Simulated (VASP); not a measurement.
# SrCr2N2 (P-3m1) in VASP: single point with r2SCAN

Aim: the single point of SrCr2N2 with r2SCAN.

Program: VASP 6.6.1. These are calculated values, not measurements. Logs are shortened: lines on timing, memory, paths and dates and some standing lists are left out, and cuts for length are marked.

## (1) The cell of the first run

Symmetry: P-3m1, No. 164, trigonal system. The conventional cell has a = 3.320 Å, b = 3.320 Å, c = 6.546 Å, α = 90.00°, β = 90.00°, γ = 120.00°. Sr (site symmetry -3m) has 6 N at 2.79 Å and 6 Cr at 3.16 Å and 6 Sr at 3.32 Å within 3.7 Å. Cr (site symmetry 3m) has 4 N at 1.98 to 2.01 Å and 3 Cr at 2.45 Å within 2.6 Å. N (site symmetry 3m) has 4 Cr at 1.98 to 2.01 Å within 2.6 Å.

## (2) Single point, r2SCAN

POSCAR reads:

```
SrCr2N2
1.0
    3.3196892269      0.0000000000      0.0000000000
   -1.6598446134      2.8749352031      0.0000000000
    0.0000000000      0.0000000000      6.5462810131
Sr Cr N
1 2 2
Direct
    0.0000000000      0.0000000000      0.5000000000
    0.6666666667      0.3333333333      0.1164120000
    0.3333333333      0.6666666667      0.8835880000
    0.6666666667      0.3333333333      0.8091180000
    0.3333333333      0.6666666667      0.1908820000
```

INCAR.step1 reads:

```
PREC = Accurate
ENCUT = 520
ISMEAR = 0
SIGMA = 0.1
LREAL = False
LASPH = True
NELM = 100
NBANDS = 30
GGA = PE
ALGO = Normal
EDIFF = 1E-4
LWAVE = True
LCHARG = False
```

INCAR.step2 reads:

```
PREC = Accurate
ENCUT = 520
EDIFF = 1E-7
ISMEAR = 0
SIGMA = 0.1
LREAL = False
LASPH = True
NELM = 100
ALGO = Normal
ISIF = 2
LWAVE = False
LCHARG = False
METAGGA = R2SCAN
LMIXTAU = True
NBANDS = 30
ISTART = 1
```

KPOINTS reads:

```
Automatic mesh
0
Gamma
  12 12 6
```

Potentials or basis: VASP PAW PBE potentials, release 64 (Sr_sv, Cr_pv, N).

Launch:

```sh
$ cat potpaw_PBE.64/Sr_sv/POTCAR potpaw_PBE.64/Cr_pv/POTCAR potpaw_PBE.64/N/POTCAR > POTCAR
$ cp INCAR.step1 INCAR
$ mpirun -np 1 vasp_std > vasp.out
$ cp INCAR.step2 INCAR
$ mpirun -np 1 vasp_std > vasp.out
```

OUTCAR:

```text
PREC = Accurate
   ENCUT = 520
   EDIFF = 1E-7
   ISMEAR = 0
   LREAL = False
   LASPH = True
   NELM = 100
   ISIF = 2
   METAGGA = R2SCAN
   ISTART = 1

 ion  position               nearest neighbor table
   1  0.000  0.000  0.500-   4 2.79   5 2.79   5 2.79   4 2.79   4 2.79   5 2.79   2 3.16   3 3.16
                             3 3.16   2 3.16   3 3.16   2 3.16
   2  0.667  0.333  0.116-   5 1.98   5 1.98   5 1.98   4 2.01   3 2.45   3 2.45   3 2.45   1 3.16
                             1 3.16   1 3.16
   3  0.333  0.667  0.884-   4 1.98   4 1.98   4 1.98   5 2.01   2 2.45   2 2.45   2 2.45   1 3.16
                             1 3.16   1 3.16
   4  0.667  0.333  0.809-   3 1.98   3 1.98   3 1.98   2 2.01   1 2.79   1 2.79   1 2.79
   5  0.333  0.667  0.191-   2 1.98   2 1.98   2 1.98   3 2.01   1 2.79   1 2.79   1 2.79

  LATTYP: Found a hexagonal cell.
 ALAT       =     3.3196892269
 C/A-ratio  =     1.9719559771

  Lattice vectors:

 A1 = (   3.3196892269,   0.0000000000,   0.0000000000)
 A2 = (  -1.6598446134,   2.8749352031,   0.0000000000)
 A3 = (   0.0000000000,   0.0000000000,   6.5462810131)

Analysis of symmetry for initial positions (statically):
=====================================================================
 Subroutine PRICEL returns:
 Original cell was already a primitive cell.

 Routine SETGRP: Setting up the symmetry group for a
 hexagonal supercell.

 Subroutine GETGRP returns: Found 12 space group operations
 (whereof 12 operations were pure point group operations)
 out of a pool of 24 trial point group operations.

The static configuration has the point symmetry D_3d.

Analysis of symmetry for dynamics (positions and initial velocities):
=====================================================================
 Subroutine PRICEL returns:
 Original cell was already a primitive cell.

 Routine SETGRP: Setting up the symmetry group for a
 hexagonal supercell.

 Subroutine GETGRP returns: Found 12 space group operations
 (whereof 12 operations were pure point group operations)
 out of a pool of 24 trial point group operations.

The dynamic configuration has the point symmetry D_3d.

 Subroutine INISYM returns: Found 12 space group operations
 (whereof 12 operations are pure point group operations),
 and found     1 'primitive' translations

----------------------------------------------------------------------------------------

                                     Primitive cell

  volume of cell :      62.4770

[... 97 lines left out ...]
   NSW    =      0    number of steps for IOM
   IBRION =     -1    ionic relax: 0-MD 1-quasi-New 2-CG
   NFREE  =      0    steps in history (QN), initial steepest desc. (CG)
   ISIF   =      2    stress and relaxation
   ISYM   =      2    0-nonsym 1-usesym 2-fastsym
   POTIM  = 0.5000    time-step for ionic-motion
   TEBEG  =    0.0;   TEEND  =   0.0 temperature during run
   PSTRESS=    0.0 pullay stress
   NELECT =      44.0000    total number of electrons
   NUPDOWN=      -1.0000    fix difference up-down
   EMIN   =  10.00;   EMAX   =-10.00  energy-range for DOS
   EFERMI =   0.00;   METHOD = LEGACY
   ISMEAR =     0;   SIGMA  =   0.10  broadening in eV -4-tet -1-fermi 0-gaus
   EFERMI_NEDOS =   21; number of points for ismear=-14 and -15
   IALGO  =     38    algorithm
   IMIX   =      4    mixing-type and parameters
     AMIX     =   0.40;   BMIX     =  1.00
     AMIX_MAG =   1.60;   BMIX_MAG =  1.00
  volume/ion in A,a.u.               =      12.50        84.32
  Fermi-wavevector in a.u.,A,eV,Ry     =   1.456529  2.752440 28.864427  2.121476
  Thomas-Fermi vector in A             =   2.573436
   LORBIT       =      0    0 simple, 1 ext, 2 COOP (PROOUT), +10 PAW based schemes
   METAGGA = R2SCAN    functional components
   LHFCALC =     F    Hartree Fock is set to
   AEXX    =    0.0000 exact exchange contribution
   IVDW    =     0    specifies the selected vdW correction
   LEPSILON=     F    determine dielectric tensor
   LRPA    =     F    only Hartree local field effects (RPA)
 non-spin polarized calculation
 Gauss-broadening in eV      SIGMA  =   0.10
  energy-cutoff  :      520.00
  volume of cell :       62.48
 maximum number of plane-waves:      1710
 NGX is ok and might be reduce to    28
   NGX = 13   NGY = 13   NGZ = 25

 number of electron      43.9999993 magnetization

 Free energy of the ion-electron system (eV)
  ---------------------------------------------------
  ext. energy  EPLUGINS =         0.00000000
  ---------------------------------------------------
  free energy    TOTEN  =       -65.43076445 eV

  energy without entropy =      -65.41564851  energy(sigma->0) =      -65.42320648

 E-fermi :   8.0055     XC(G=0): -12.6433

 val. band max:        8.0034660783   @ k =   0.2500   0.2500   0.0000
 cond. band min:       8.0176036410   @ k =   0.4167   0.0833   0.1667
 fundamental gap:      0.0141375628
 Fermi energy:         8.0054651639

 k-point     1 :       0.0000    0.0000    0.0000
  band No.  band energies     occupation
      1     -37.4848      2.00000
      2     -37.4848      2.00000
      3     -37.2368      2.00000
      4     -37.2368      2.00000
      5     -37.1830      2.00000
      6     -36.8582      2.00000
[... 781 lines left out ...]
     29      10.9192      0.00000
     30      10.9989      0.00000

 [... further k-points ...]

------------------------ aborting loop because EDIFF is reached ----------------------------------------

  FORCE on cell =-STRESS in cart. coord.  units (eV):
  Direction    XX          YY          ZZ          XY          YZ          ZX
  --------------------------------------------------------------------------------------
  -------------------------------------------------------------------------------------
  Total       -1.3535237     -1.3535237     -1.3825920     -0.0000000      0.0000000      0.0000000
  in kB      -34.7101365    -34.7101365    -35.4555705     -0.0000000      0.0000000      0.0000000
  external PRESSURE =     -34.9586145 kB  Pullay stress =       0.0000000 kB

 VOLUME and BASIS-vectors are now :
 -----------------------------------------------------------------------------
  energy-cutoff  :      520.00
  volume of cell :       62.48
      direct lattice vectors                 reciprocal lattice vectors
     3.319689227  0.000000000  0.000000000     0.301233017  0.173916963  0.000000000
    -1.659844613  2.874935203  0.000000000     0.000000000  0.347833926  0.000000000
     0.000000000  0.000000000  6.546281013     0.000000000  0.000000000  0.152758490

 POSITION                                       TOTAL-FORCE (eV/Angst)
 -----------------------------------------------------------------------------------
      0.00000      0.00000      3.27314         0.000000      0.000000      0.000000
      1.65984      0.95831      0.76207         0.000000     -0.000000     -0.184315
     -0.00000      1.91662      5.78422        -0.000000      0.000000      0.184315
      1.65984      0.95831      5.29671        -0.000000      0.000000      0.137355
     -0.00000      1.91662      1.24957         0.000000     -0.000000     -0.137355
 -----------------------------------------------------------------------------------
    total drift:                                0.000000     -0.000000      0.000000

  FREE ENERGIE OF THE ION-ELECTRON SYSTEM (eV)
  ---------------------------------------------------
  free  energy   TOTEN  =       -65.4307644505 eV

  energy  without entropy=      -65.4156485056  energy(sigma->0) =      -65.42320648
```

OUTCAR.step1:

```text
PREC = Accurate
   ENCUT = 520
   ISMEAR = 0
   LREAL = False
   LASPH = True
[... 1028 lines left out ...]
      1.65984      0.95831      0.76207         0.000000     -0.000000     -0.025927
     -0.00000      1.91662      5.78422        -0.000000      0.000000      0.025927
      1.65984      0.95831      5.29671        -0.000000     -0.000000      0.046423
     -0.00000      1.91662      1.24957         0.000000      0.000000     -0.046423
 -----------------------------------------------------------------------------------
    total drift:                                0.000000     -0.000000      0.000000

  FREE ENERGIE OF THE ION-ELECTRON SYSTEM (eV)
  ---------------------------------------------------
  free  energy   TOTEN  =       -39.3441389213 eV

  energy  without entropy=      -39.3273389484  energy(sigma->0) =      -39.33573893
```

OSZICAR.step1:

```text
N       E                     dE             d eps       ncg     rms          rms(c)
DAV:   1     0.499738876773E+03    0.49974E+03   -0.24220E+04  6016   0.161E+03
DAV:   2    -0.361374892935E+01   -0.50335E+03   -0.48096E+03  6218   0.473E+02
DAV:   3    -0.475934866308E+02   -0.43980E+02   -0.42791E+02  8598   0.136E+02
DAV:   4    -0.492377382640E+02   -0.16443E+01   -0.16104E+01  8428   0.214E+01
DAV:   5    -0.492837991523E+02   -0.46061E-01   -0.45998E-01  8558   0.317E+00    0.426E+01
DAV:   6    -0.535391240328E+02   -0.42553E+01   -0.20794E+02  8310   0.922E+01    0.375E+01
DAV:   7    -0.401257356658E+02    0.13413E+02   -0.12562E+02  7678   0.834E+01    0.171E+01
DAV:   8    -0.397153011036E+02    0.41043E+00   -0.94072E+00  6896   0.172E+01    0.726E+00
DAV:   9    -0.393693027028E+02    0.34600E+00   -0.12501E+00  8982   0.699E+00    0.472E+00
DAV:  10    -0.393546967570E+02    0.14606E-01   -0.93215E-02  7528   0.213E+00    0.294E+00
DAV:  11    -0.393449038750E+02    0.97929E-02   -0.43819E-02  7926   0.171E+00    0.536E-01
DAV:  12    -0.393444232365E+02    0.48064E-03   -0.26938E-03  8210   0.294E-01    0.293E-01
DAV:  13    -0.393441470039E+02    0.27623E-03   -0.19725E-03  7832   0.277E-01    0.110E-01
DAV:  14    -0.393441389213E+02    0.80827E-05   -0.20630E-04  5198   0.120E-01
   1 F= -.39344139E+02 E0= -.39335739E+02  d E =-.168000E-01
```

Run time: 17 min. Hardware: 1 thread of Intel Xeon Platinum 8259CL at 2.50GHz (Skylake/Cascade Lake), shared host; peak memory 0.33 GiB.

Results:

```yaml
Free_energy: -65.4308 eV
Pressure: -3.5 GPa
Largest_force: 0.184 eV/Å
Band_gap_on_the_k_mesh: zero (bands 22 and 23 overlap by 1.27 eV)
```

Forces in eV/Å, atoms in the order of the input:
```
Sr   0.000  0.000  0.000
Cr   0.000  0.000 -0.184
Cr   0.000  0.000  0.184
N    0.000  0.000  0.137
N    0.000  0.000 -0.137
```

Levels at points of the mesh, in eV from the Fermi level:
```tsv
k point	band 18	band 19	band 20	band 21	band 22	band 23	band 24	band 25	band 26	band 27
(0.00, 0.00, 0.00)	-5.56	-1.66	-1.66	-0.74	0.71	0.77	0.77	2.19	2.87	2.99
(0.50, 0.00, 0.00)	-4.50	-2.12	-2.07	-1.10	-0.62	-0.01	0.20	0.46	0.60	1.52
(0.00, 0.00, 0.50)	-5.33	-1.56	-1.56	-0.12	0.40	0.59	0.59	2.53	2.58	2.58
(0.50, 0.00, 0.50)	-4.65	-2.17	-1.56	-1.39	-0.99	0.13	0.42	0.59	0.89	1.71
```

Caveat: the cell stands under tension; the PAW data sets were made with another functional, which shifts forces and pressure a little; the run has no spin polarisation, though such a crystal can be magnetic.
